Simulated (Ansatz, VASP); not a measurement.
# Two plane-wave programs on RbMgSbO3

File POSCAR:

```
RbMgSbO3
1.0
    3.0296265965      1.7491557310      4.0186607574
   -3.0296265965      1.7491557310      4.0186607574
    0.0000000000     -3.4983114620      4.0186607574
Rb Mg Sb O
1 1 1 3
Direct
    0.8779837598      0.8779837598      0.8779837598
    0.3319735932      0.3319735932      0.3319735932
    0.5754906610      0.5754906610      0.5754906610
    0.4945870290      0.4945870290      0.9658740480
    0.9658740480      0.4945870290      0.4945870290
    0.4945870290      0.9658740480      0.4945870290
```

File INCAR.step1:

```
PREC = Accurate ; ENCUT = 520
ISMEAR = 0 ; SIGMA = 0.05
LREAL = F ; LASPH = T
NELM = 60 ; NBANDS = 26
GGA = PE ; ALGO = Normal
EDIFF = 1E-4 ; LWAVE = T
LCHARG = F
```

INCAR.step2

```
PREC = Accurate ; ENCUT = 520
EDIFF = 1E-7 ; ISMEAR = 0
SIGMA = 0.05 ; LREAL = F
LASPH = T ; NELM = 60
ALGO = Normal ; ISIF = 2
LWAVE = F ; LCHARG = T
METAGGA = R2SCAN ; LMIXTAU = T
LELF = T ; LVHAR = T
NBANDS = 26 ; ISTART = 1
```

KPOINTS

```
regular mesh
0
Gamma
  6 6 6
```

Input for Ansatz:

```yaml
crystal:
  lattice:
    - [3.0296265965, 1.749155731, 4.0186607574]
    - [-3.0296265965, 1.749155731, 4.0186607574]
    - [0.0, -3.498311462, 4.0186607574]
  atoms:
    - { symbol: Rb, position: [0.8779837598, 0.8779837598, 0.8779837598] }
    - { symbol: Mg, position: [0.3319735932, 0.3319735932, 0.3319735932] }
    - { symbol: Sb, position: [0.575490661, 0.575490661, 0.575490661] }
    - { symbol: O, position: [0.494587029, 0.494587029, 0.965874048] }
    - { symbol: O, position: [0.965874048, 0.494587029, 0.494587029] }
    - { symbol: O, position: [0.494587029, 0.965874048, 0.494587029] }
basis:
  ecutwfc: 500
kpoints:
  mp_grid: { grid: [6, 6, 6] }
hamiltonian:
  xc: r2scan
scf:
  occupations: { method: gaussian, width: 0.05 }
output:
  forces: true
  stress: true
  eigenvalues: true
```

Change from the starting cell: strain -0.0200 x Voigt [1, 1, 0, 0, 0, 0], atoms carried along.

Alike in both runs: task single point; functional r2SCAN; k mesh 6 × 6 × 6; occupations gaussian, width 0.05 eV; no spin polarisation.

|  | VASP | Ansatz |
| --- | --- | --- |
| version | VASP 6.6.1 | Ansatz 0.2.0 |
| potentials or method | VASP PAW PBE potentials, release 64 (Rb_sv, Mg, Sb, O), cutoff 520 eV | scalar-relativistic, plane waves, PAW |
| valence electrons in the cell | 34 | 52 |

Ansatz gave:

```
gap on the k mesh at the Fermi level (eV)                     : 3.64
least direct gap on the mesh (eV)                             : 3.64
pressure (GPa)                                                : 3.7
traceless stress, the component that is largest in VASP (GPa) : -2.31
rms of the force components (eV/Å)                            : 0.271
```

What did VASP give for the same quantities?

gap on the k mesh at the Fermi level (eV): 3.62; least direct gap on the mesh (eV): 3.62; pressure (GPa): 4.0; traceless stress, the component that is largest in VASP (GPa): -2.41; rms of the force components (eV/Å): 0.363.

VASP's potentials were made for PBE, not for r2SCAN. Atom by atom the forces differ by 0.097 eV/Å (rms over components). VASP's potentials hold 34 valence electrons a cell and Ansatz's 52, so a difference there can come from the potentials and not from the codes.

Neither program's run includes spin-orbit coupling.
